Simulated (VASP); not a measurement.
Wanted: the native input for a VASP 6.6.1 run.

* Task: single point
* Functional: PBE
* Dispersion: D3(BJ)
* Potentials or basis: VASP PAW PBE potentials, release 64 (Sn_d, O)
* Cutoff: 520 eV
* k mesh: 12 × 12 × 4
* Occupations: gaussian, width 0.05 eV
* Spin: no spin polarisation
* Dipole correction: no
* Further INCAR settings: ALGO = Normal; EDIFF = 1e-06; NBANDS = 35

The structure of SnO2 lies in POSCAR:

```
SnO2
1.0
    3.1310085445      0.0000000000      0.0000000000
   -1.5655042722      2.7115329390      0.0000000000
    0.0000000000      0.0000000000     10.0782601327
Sn O
2 4
Direct
    0.0000000000      0.0000000000      0.5000000000
    0.0000000000      0.0000000000      0.0000000000
    0.6666666667      0.3333333333      0.4018520904
    0.6666666667      0.3333333333      0.0981479096
    0.3333333333      0.6666666667      0.5981479096
    0.3333333333      0.6666666667      0.9018520904
```

One way to write it, as run:

INCAR

```
  ALGO = Normal
  EDIFF = 1E-6
  ENCUT = 520
  GGA = PE
  ISIF = 2
  ISMEAR = 0
  IVDW = 12
  LASPH = T
  LCHARG = F
  LREAL = F
  LWAVE = F
  NBANDS = 35
  NELM = 60
  PREC = Accurate
  SIGMA = 0.05
```

KPOINTS

```
k-points
0
Gamma
  12 12 4
```

Potentials or basis: VASP PAW PBE potentials, release 64 (Sn_d, O).

Command:

```sh
$ cat potpaw_PBE.64/Sn_d/POTCAR potpaw_PBE.64/O/POTCAR > POTCAR
$ mpirun -np 1 vasp_std > vasp.out
```

It gave:

```yaml
Pressure: 13.1 GPa
Largest_force: 1.015 eV/Å
Band_gap_on_the_k_mesh: 2.55 eV (least direct gap 3.05 eV)
Dispersion_energy_per_atom: -0.178 eV
```

Caveat: the stress differs along the axes, from 8 to 16 GPa; spin-orbit coupling is left out, which moves the levels of the heavy elements; forces of over 1 eV/Å act on the atoms, so gaps and moduli don't describe the material at rest.

Wall time 2.3 min on 1 thread of Intel(R) Xeon(R) Platinum 8488C (Sapphire Rapids) (shared host), peak memory 0.29 GiB.
